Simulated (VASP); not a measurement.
# Al3Co2Ru: single point with PBE

Al3Co2Ru:

```
CELL_PARAMETERS angstrom
3.98152 0.00000 0.00000
-1.99076 3.44809 0.00000
0.00000 0.00000 4.89300
ATOMIC_POSITIONS crystal
Al 0.33333 0.66667 0.32415
Al 0.66667 0.33333 0.67585
Al 0.00000 0.00000 0.00000
Co 0.33333 0.66667 0.83684
Co 0.66667 0.33333 0.16316
Ru 0.00000 0.00000 0.50000
```

```json
{"Program": "VASP 6.6.1", "Task": "single point", "Functional": "PBE", "Potentials or basis": "VASP PAW PBE potentials, release 64 (Al, Co, Ru_pv)", "Cutoff": "520 eV", "k mesh": "12 × 12 × 8", "Occupations": "gaussian, width 0.1 eV", "Spin": "no spin polarisation", "Dipole correction": "no", "Further INCAR settings": "ALGO = Fast; EDIFF = 1e-07; NBANDS = 30"}
```

```
Pressure               : 21.4 GPa
Largest force          : 0.008 eV/Å
Band gap on the k mesh : zero (an odd number of electrons rules out a gap without spin polarisation)
```

Forces on the atoms (eV/Å):
```
Al   0.000  0.000 -0.002
Al   0.000  0.000  0.002
Al   0.000  0.000  0.000
Co   0.000  0.000 -0.008
Co   0.000  0.000  0.008
Ru   0.000  0.000  0.000
```

Levels at points of the mesh, in eV from the Fermi level:
```
           k point  band 18  band 19  band 20  band 21  band 22  band 23  band 24  band 25
(0.00, 0.00, 0.00)    -0.87    -0.39    -0.39    -0.34     3.58     3.58     4.30     4.30
(0.50, 0.00, 0.00)    -1.23    -1.19    -0.94    -0.93     0.50     1.70     2.59     4.33
(0.00, 0.00, 0.50)    -1.02     0.52     0.52     2.97     2.97     3.18     4.35     4.77
(0.50, 0.00, 0.50)    -1.09    -1.09    -0.98    -0.24     1.14     2.00     2.78     3.84
```

It took 9.4 min on 1 thread of AMD EPYC 7R43 64-Core Processor (Zen 3), with other jobs on the host, peak memory 0.33 GiB.

Caveat: the cell stands under pressure; the run has no spin polarisation, though such a crystal can be magnetic. Spin polarisation is off, so any magnetic state and its effect on volume and gap are missing.
